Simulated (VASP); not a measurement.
# Al2O3 (R-3c) in VASP: further runs

Runs on Al2O3. Level: PBE. Tasks: single point.

Everything below comes from runs of VASP 6.6.1. Logs are shortened: lines on timing, memory, paths and dates and some standing lists are left out, and cuts for length are marked.

**1. The cell of the first run**

Symmetry: R-3c, No. 167, trigonal system. The conventional cell has a = 4.590 Å, b = 4.590 Å, c = 12.865 Å, α = 90.00°, β = 90.00°, γ = 120.00°. Within 2.4 Å of Al (site symmetry 3) lie 6 O at 1.80 to 1.92 Å. Within 2.4 Å of O (site symmetry 2) lie 4 Al at 1.80 to 1.92 Å.

**2. Single point, PBE (volume 7.823 Å^3 an atom, c/a of the conventional cell 2.8029)**

INCAR reads:

```
PREC = Accurate ; ENCUT = 520
EDIFF = 1E-6 ; ISMEAR = 0
SIGMA = 0.05 ; LREAL = False
LASPH = True ; NELM = 80
ALGO = Normal ; ISIF = 2
LWAVE = False ; LCHARG = False
GGA = PE ; NBANDS = 35
```

KPOINTS reads:

```
regular mesh
0
Gamma
  6 6 6
```

POSCAR reads:

```
Al2O3
1.0
    2.2948560796      1.3249357753      4.2881680704
   -2.2948560796      1.3249357753      4.2881680704
    0.0000000000     -2.6498715506      4.2881680704
Al O
4 6
Direct
    0.8521293568      0.8521293568      0.8521293568
    0.6478706432      0.6478706432      0.6478706432
    0.1478706432      0.1478706432      0.1478706432
    0.3521293568      0.3521293568      0.3521293568
    0.0561574040      0.4438425960      0.7500000000
    0.7500000000      0.0561574040      0.4438425960
    0.4438425960      0.7500000000      0.0561574040
    0.9438425960      0.5561574040      0.2500000000
    0.2500000000      0.9438425960      0.5561574040
    0.5561574040      0.2500000000      0.9438425960
```

Potentials or basis: VASP PAW PBE potentials, release 64 (Al, O).

Run with:

```sh
cat potpaw_PBE.64/Al/POTCAR potpaw_PBE.64/O/POTCAR > POTCAR
mpirun -np 1 vasp_std > vasp.out
```

OUTCAR:

```text
PREC = Accurate
   ENCUT = 520
   EDIFF = 1E-6
   ISMEAR = 0
   LREAL = False
   LASPH = True
   NELM = 80
   ISIF = 2
   GGA = PE

 ion  position               nearest neighbor table
   1  0.852  0.852  0.852-   9 1.80   8 1.80  10 1.80   7 1.92   6 1.92   5 1.92   2 2.63   3 2.69
                             3 2.69   3 2.69   2 3.13   2 3.13   2 3.13
   2  0.648  0.648  0.648-  10 1.80   8 1.80   9 1.80   7 1.92   6 1.92   5 1.92   1 2.63   4 2.69
                             4 2.69   4 2.69   1 3.13   1 3.13   1 3.13
   3  0.148  0.148  0.148-   6 1.80   5 1.80   7 1.80   9 1.92  10 1.92   8 1.92   4 2.63   1 2.69
                             1 2.69   1 2.69   4 3.13   4 3.13   4 3.13
   4  0.352  0.352  0.352-   7 1.80   5 1.80   6 1.80   9 1.92  10 1.92   8 1.92   3 2.63   2 2.69
                             2 2.69   2 2.69   3 3.13   3 3.13   3 3.13
   5  0.056  0.444  0.750-   3 1.80   4 1.80   1 1.92   2 1.92
   6  0.750  0.056  0.444-   3 1.80   4 1.80   1 1.92   2 1.92
   7  0.444  0.750  0.056-   4 1.80   3 1.80   1 1.92   2 1.92
   8  0.944  0.556  0.250-   1 1.80   2 1.80   3 1.92   4 1.92
   9  0.250  0.944  0.556-   1 1.80   2 1.80   3 1.92   4 1.92
  10  0.556  0.250  0.944-   2 1.80   1 1.80   3 1.92   4 1.92

  LATTYP: Found a trigonal (rhomboedric) cell.
 ALAT       =     5.0408535621
 COS(alpha) =     0.5854921673

  Lattice vectors:

 A1 = (   2.2948560796,   1.3249357753,   4.2881680704)
 A2 = (  -2.2948560796,   1.3249357753,   4.2881680704)
 A3 = (   0.0000000000,  -2.6498715506,   4.2881680704)

Analysis of symmetry for initial positions (statically):
=====================================================================
 Subroutine PRICEL returns:
 Original cell was already a primitive cell.

 Routine SETGRP: Setting up the symmetry group for a
 trigonal (rhombohedral) supercell.

 Subroutine GETGRP returns: Found 12 space group operations
 (whereof  6 operations were pure point group operations)
 out of a pool of 12 trial point group operations.

The static configuration has the point symmetry S_6 .
 The point group associated with its full space group is D_3d.

Analysis of symmetry for dynamics (positions and initial velocities):
=====================================================================
 Subroutine PRICEL returns:
 Original cell was already a primitive cell.

 Routine SETGRP: Setting up the symmetry group for a
 trigonal (rhombohedral) supercell.

 Subroutine GETGRP returns: Found 12 space group operations
 (whereof  6 operations were pure point group operations)
 out of a pool of 12 trial point group operations.

The dynamic configuration has the point symmetry S_6 .
 The point group associated with its full space group is D_3d.

 Subroutine INISYM returns: Found 12 space group operations
 (whereof  6 operations are pure point group operations),
 and found     1 'primitive' translations

----------------------------------------------------------------------------------------

                                     Primitive cell

  volume of cell :      78.2300

  direct lattice vectors                    reciprocal lattice vectors
     2.294856080  1.324935775  4.288168070     0.217878587  0.125792261  0.077733272
    -2.294856080  1.324935775  4.288168070    -0.217878587  0.125792261  0.077733272
     0.000000000 -2.649871551  4.288168070     0.000000000 -0.251584522  0.077733272

  length of vectors
     5.040853562  5.040853562  5.040853562     0.263319641  0.263319641  0.263319641

  position of ions in fractional coordinates (direct lattice)
     0.852129357  0.852129357  0.852129357
     0.647870643  0.647870643  0.647870643
     0.147870643  0.147870643  0.147870643
     0.352129357  0.352129357  0.352129357
     0.056157404  0.443842596  0.750000000
     0.750000000  0.056157404  0.443842596
     0.443842596  0.750000000  0.056157404
     0.943842596  0.556157404  0.250000000
     0.250000000  0.943842596  0.556157404
     0.556157404  0.250000000  0.943842596

  ion indices of the primitive-cell ions
   primitive index   ion index
                 1           1
                 2           2
                 3           3
                 4           4
                 5           5
                 6           6
                 7           7
                 8           8
                 9           9
                10          10

----------------------------------------------------------------------------------------

 KPOINTS: regular mesh

Automatic generation of k-mesh.
 Grid dimensions read from file:
 generate k-points for:    6    6    6

 Generating k-lattice:

  Cartesian coordinates                     Fractional coordinates (reciprocal lattice)
     0.036313098  0.020965377  0.012955545     0.166666667 -0.000000000 -0.000000000
    -0.036313098  0.020965377  0.012955545    -0.000000000  0.166666667 -0.000000000
     0.000000000 -0.041930754  0.012955545    -0.000000000 -0.000000000  0.166666667

  Length of vectors
     0.043886607  0.043886607  0.043886607

  Shift w.r.t. Gamma in fractional coordinates (k-lattice)
     0.000000000  0.000000000  0.000000000

 Subroutine IBZKPT returns following result:
 ===========================================

 Found     32 irreducible k-points:

 Following reciprocal coordinates:
            Coordinates               Weight
  0.000000  0.000000  0.000000      1.000000
  0.166667  0.000000  0.000000      6.000000
  0.333333  0.000000  0.000000      6.000000
  0.500000  0.000000  0.000000      3.000000
  0.166667  0.166667  0.000000      6.000000
  0.333333  0.166667  0.000000     12.000000
[... 16 lines left out ...]
  0.500000  0.500000  0.166667      6.000000
 -0.333333  0.500000  0.166667     12.000000
 [... further k-points ...]
   k-points           NKPTS =     32   k-points in BZ     NKDIM =     32   number of bands    NBANDS=     35
   number of dos      NEDOS =    301   number of ions     NIONS =     10
   total plane-waves  NPLWV =  64000
   dimension x,y,z NGX =    40 NGY =   40 NGZ =   40
   dimension x,y,z NGXF=    80 NGYF=   80 NGZF=   80
   ions per type =               4   6
   NGX,Y,Z   is equivalent  to a cutoff of  13.19, 13.19, 13.19 a.u.
   NGXF,Y,Z  is equivalent  to a cutoff of  26.38, 26.38, 26.38 a.u.
 SYSTEM =  unknown system
   PREC   = accura    normal or accurate (medium, high low for compatibility)
   ISTART =      0    job   : 0-new  1-cont  2-samecut
   ICHARG =      2    charge: 1-file 2-atom 10-const
   ISPIN  =      1    spin polarized calculation?
   LNONCOLLINEAR =      F non collinear calculations
   LSORBIT =      F    spin-orbit coupling
   LASPH  =      T    aspherical Exc in radial PAW
   ENCUT  =  520.0 eV  38.22 Ry    6.18 a.u.   9.37  9.37  9.37*2*pi/ulx,y,z
   NELM   =     80;   NELMIN=  2; NELMDL= -5     # of ELM steps
   EDIFF  = 0.1E-05   stopping-criterion for ELM
   LREAL  =      F    real-space projection
   EDIFFG = 0.1E-04   stopping-criterion for IOM
   NSW    =      0    number of steps for IOM
   IBRION =     -1    ionic relax: 0-MD 1-quasi-New 2-CG
   NFREE  =      0    steps in history (QN), initial steepest desc. (CG)
   ISIF   =      2    stress and relaxation
   ISYM   =      2    0-nonsym 1-usesym 2-fastsym
   POTIM  = 0.5000    time-step for ionic-motion
   TEBEG  =    0.0;   TEEND  =   0.0 temperature during run
   PSTRESS=    0.0 pullay stress
   NELECT =      48.0000    total number of electrons
   NUPDOWN=      -1.0000    fix difference up-down
   EMIN   =  10.00;   EMAX   =-10.00  energy-range for DOS
   EFERMI =   0.00;   METHOD = LEGACY
   ISMEAR =     0;   SIGMA  =   0.05  broadening in eV -4-tet -1-fermi 0-gaus
   EFERMI_NEDOS =   21; number of points for ismear=-14 and -15
   IALGO  =     38    algorithm
   IMIX   =      4    mixing-type and parameters
     AMIX     =   0.40;   BMIX     =  1.00
     AMIX_MAG =   1.60;   BMIX_MAG =  1.00
  volume/ion in A,a.u.               =       7.82        52.79
  Fermi-wavevector in a.u.,A,eV,Ry     =   1.391119  2.628833 26.330141  1.935211
  Thomas-Fermi vector in A             =   2.514988
   LORBIT       =      0    0 simple, 1 ext, 2 COOP (PROOUT), +10 PAW based schemes
   GGA     = PE    functional components
   LHFCALC =     F    Hartree Fock is set to
   AEXX    =    0.0000 exact exchange contribution
   IVDW    =     0    specifies the selected vdW correction
   LEPSILON=     F    determine dielectric tensor
   LRPA    =     F    only Hartree local field effects (RPA)
 non-spin polarized calculation
 Gauss-broadening in eV      SIGMA  =   0.05
  energy-cutoff  :      520.00
  volume of cell :       78.23
 maximum number of plane-waves:      2145
 NGX is ok and might be reduce to    40
   NGX = 19   NGY = 19   NGZ = 19

 number of electron      47.9999998 magnetization

 Free energy of the ion-electron system (eV)
  ---------------------------------------------------
  ext. energy  EPLUGINS =         0.00000000
  ---------------------------------------------------
  free energy    TOTEN  =       -73.85281693 eV

  energy without entropy =      -73.85281693  energy(sigma->0) =      -73.85281693

 E-fermi :   7.4557     XC(G=0): -12.1007

 val. band max:        7.1588905387   @ k =   0.0000   0.0000   0.0000
 cond. band min:      14.4466311809   @ k =   0.0000   0.0000   0.0000
 fundamental gap:      7.2877406422
 Fermi energy:         7.4557314440

 k-point     1 :       0.0000    0.0000    0.0000
  band No.  band energies     occupation
      1     -12.8000      2.00000
      2     -10.2575      2.00000
      3      -9.7559      2.00000
      4      -9.7559      2.00000
      5      -9.4273      2.00000
      6      -9.4273      2.00000
[... 27 lines left out ...]
     34      22.2461      0.00000
     35      22.5157      0.00000

 k-point     2 :       0.1667    0.0000    0.0000
  band No.  band energies     occupation
      1     -12.6371      2.00000
      2     -10.2862      2.00000
      3      -9.9086      2.00000
      4      -9.7957      2.00000
      5      -9.5069      2.00000
      6      -9.4468      2.00000
[... 27 lines left out ...]
     34      21.1811      0.00000
     35      22.0593      0.00000

 k-point     3 :       0.3333    0.0000    0.0000
  band No.  band energies     occupation
      1     -12.1723      2.00000
      2     -10.7407      2.00000
      3      -9.9185      2.00000
      4      -9.8416      2.00000
      5      -9.6729      2.00000
      6      -9.5483      2.00000
[... 27 lines left out ...]
     34      21.1341      0.00000
     35      21.5995      0.00000

 k-point     4 :       0.5000    0.0000    0.0000
  band No.  band energies     occupation
      1     -11.4856      2.00000
      2     -11.4856      2.00000
      3      -9.8058      2.00000
      4      -9.8058      2.00000
      5      -9.7333      2.00000
      6      -9.7333      2.00000
[... 27 lines left out ...]
     34      20.4932      0.00000
     35      20.9607      0.00000

 k-point     5 :       0.1667    0.1667    0.0000
  band No.  band energies     occupation
      1     -12.5953      2.00000
      2     -10.3254      2.00000
      3      -9.8928      2.00000
      4      -9.8157      2.00000
      5      -9.5844      2.00000
      6      -9.4154      2.00000
[... 638 lines left out ...]
 k-point    22 :      -0.1667    0.3333    0.1667
  band No.  band energies     occupation
      1     -11.7990      2.00000
      2     -10.7319      2.00000
      3     -10.2345      2.00000
      4     -10.1040      2.00000
      5      -9.7494      2.00000
      6      -9.5131      2.00000
[... 27 lines left out ...]
     34      20.9644      0.00000
     35      21.4172      0.00000

 k-point    23 :       0.5000    0.5000    0.1667
  band No.  band energies     occupation
      1     -11.6597      2.00000
      2     -10.8933      2.00000
      3     -10.4110      2.00000
      4     -10.1064      2.00000
      5      -9.7243      2.00000
      6      -9.3909      2.00000
[... 27 lines left out ...]
     34      21.2054      0.00000
     35      21.7182      0.00000

 k-point    24 :      -0.3333    0.5000    0.1667
  band No.  band energies     occupation
      1     -11.3251      2.00000
      2     -10.9079      2.00000
      3     -10.6002      2.00000
      4     -10.3279      2.00000
      5      -9.6820      2.00000
      6      -9.4291      2.00000
[... 27 lines left out ...]
     34      21.0143      0.00000
     35      21.5296      0.00000

 [... further k-points ...]

------------------------ aborting loop because EDIFF is reached ----------------------------------------

  FORCE on cell =-STRESS in cart. coord.  units (eV):
  Direction    XX          YY          ZZ          XY          YZ          ZX
  --------------------------------------------------------------------------------------
  -------------------------------------------------------------------------------------
  Total       18.7024920     18.7024920     11.3608143      0.0000000     -0.0000000      0.0000000
  in kB      383.0334734    383.0334734    232.6733878      0.0000000     -0.0000000      0.0000000
  external PRESSURE =     332.9134449 kB  Pullay stress =       0.0000000 kB

 VOLUME and BASIS-vectors are now :
 -----------------------------------------------------------------------------
  energy-cutoff  :      520.00
  volume of cell :       78.23
      direct lattice vectors                 reciprocal lattice vectors
     2.294856080  1.324935775  4.288168070     0.217878587  0.125792261  0.077733272
    -2.294856080  1.324935775  4.288168070    -0.217878587  0.125792261  0.077733272
     0.000000000 -2.649871551  4.288168070     0.000000000 -0.251584522  0.077733272

 POSITION                                       TOTAL-FORCE (eV/Angst)
 -----------------------------------------------------------------------------------
      0.00000      0.00000     10.96222         0.000000     -0.000000     -0.308306
      0.00000      0.00000      8.33453         0.000000     -0.000000      0.308306
      0.00000      0.00000      1.90228         0.000000     -0.000000      0.308306
      0.00000      0.00000      4.52997         0.000000     -0.000000     -0.308306
     -0.88968     -1.32494      5.36021         0.169214     -0.000000     -0.000000
      1.59227     -0.10802      5.36021        -0.084607      0.146543      0.000000
     -0.70259      1.43295      5.36021        -0.084607     -0.146543      0.000000
      0.88968      1.32494      7.50429        -0.169214     -0.000000     -0.000000
     -1.59227      0.10802      7.50429         0.084607     -0.146543      0.000000
      0.70259     -1.43295      7.50429         0.084607      0.146543      0.000000
 -----------------------------------------------------------------------------------
    total drift:                                0.000000      0.000000     -0.000000

  FREE ENERGIE OF THE ION-ELECTRON SYSTEM (eV)
  ---------------------------------------------------
  free  energy   TOTEN  =       -73.8528169317 eV

  energy  without entropy=      -73.8528169317  energy(sigma->0) =      -73.85281693
```

Run time: 46 s. Hardware: 1 thread of Intel Xeon 6975P-C (Granite Rapids), shared host; peak memory 0.26 GiB.

Results:

| Property | Result |
| --- | --- |
| Free energy | -73.8528 eV |
| Pressure | 33.3 GPa |
| Largest force | 0.308 eV/Å |
| Band gap on the k mesh | 7.29 eV, direct |

Forces on the atoms (eV/Å):
```
Al   0.000  0.000 -0.308
Al   0.000  0.000  0.308
Al   0.000  0.000  0.308
Al   0.000  0.000 -0.308
O    0.169  0.000  0.000
O   -0.085  0.147  0.000
O   -0.085 -0.147  0.000
O   -0.169  0.000  0.000
O    0.085 -0.147  0.000
O    0.085  0.147  0.000
```

 A k mesh can miss the band edges.

**3. Single point, PBE (volume 7.823 Å^3 an atom, c/a of the conventional cell 2.6570)**

INCAR reads:

```
ALGO = Normal
EDIFF = 1E-6
ENCUT = 520
GGA = PE
ISIF = 2
ISMEAR = 0
LASPH = T
LCHARG = F
LREAL = F
LWAVE = F
NBANDS = 35
NELM = 100
PREC = Accurate
SIGMA = 0.05
```

KPOINTS reads:

```
k-points
0
Gamma
  6 6 6
```

Changes to POSCAR since step 2:

```diff
@@ -2,5 +2,5 @@
 1.0
-    2.2948560796      1.3249357753      4.2881680704
-   -2.2948560796      1.3249357753      4.2881680704
-    0.0000000000     -2.6498715506      4.2881680704
+    2.3361145659      1.3487563735      4.1380376010
+   -2.3361145659      1.3487563735      4.1380376010
+    0.0000000000     -2.6975127469      4.1380376010
 Al O
```

Potentials or basis: VASP PAW PBE potentials, release 64 (Al, O).

Run with:

```sh
cat potpaw_PBE.64/Al/POTCAR potpaw_PBE.64/O/POTCAR > POTCAR
mpirun -np 1 vasp_std > vasp.out
```

Run time: 45 s. Hardware: 1 thread of Intel Xeon 6975P-C (Granite Rapids), shared host; peak memory 0.25 GiB.

The run converged. Its results:

* Free energy: -73.8960 eV
* Pressure: 32.4 GPa
* Largest force: 0.230 eV/Å
* Band gap on the k mesh: 7.05 eV, direct

Forces in eV/Å, atoms in the order of the input:
```
Al   0.000  0.000  0.230
Al   0.000  0.000 -0.230
Al   0.000  0.000 -0.230
Al   0.000  0.000  0.230
O    0.101  0.000  0.000
O   -0.051  0.088  0.000
O   -0.051 -0.088  0.000
O   -0.101  0.000  0.000
O    0.051 -0.088  0.000
O    0.051  0.088  0.000
```

Stress tensor (GPa, compression positive):
```
29.14  0.00  0.00
 0.00 29.14  0.00
 0.00  0.00 38.99
```

Levels at points of the mesh, in eV from the valence-band top:
| k point | band 21 | band 22 | band 23 | band 24 | band 25 | band 26 | band 27 | band 28 |
| --- | --- | --- | --- | --- | --- | --- | --- | --- |
| (0.00, 0.00, 0.00) | -0.79 | -0.32 | -0.32 | 0.00 | 7.05 | 9.36 | 11.76 | 11.91 |
| (0.50, 0.00, 0.00) | -1.19 | -1.19 | -0.46 | -0.46 | 9.90 | 9.90 | 10.63 | 10.63 |
| (0.50, 0.50, 0.00) | -1.36 | -1.24 | -0.94 | -0.43 | 9.57 | 10.43 | 10.65 | 11.08 |
| (0.50, 0.50, 0.50) | -0.72 | -0.72 | -0.72 | -0.72 | 9.23 | 9.23 | 11.66 | 11.66 |

 A k mesh can miss the band edges.

[end of part 1 of 2]
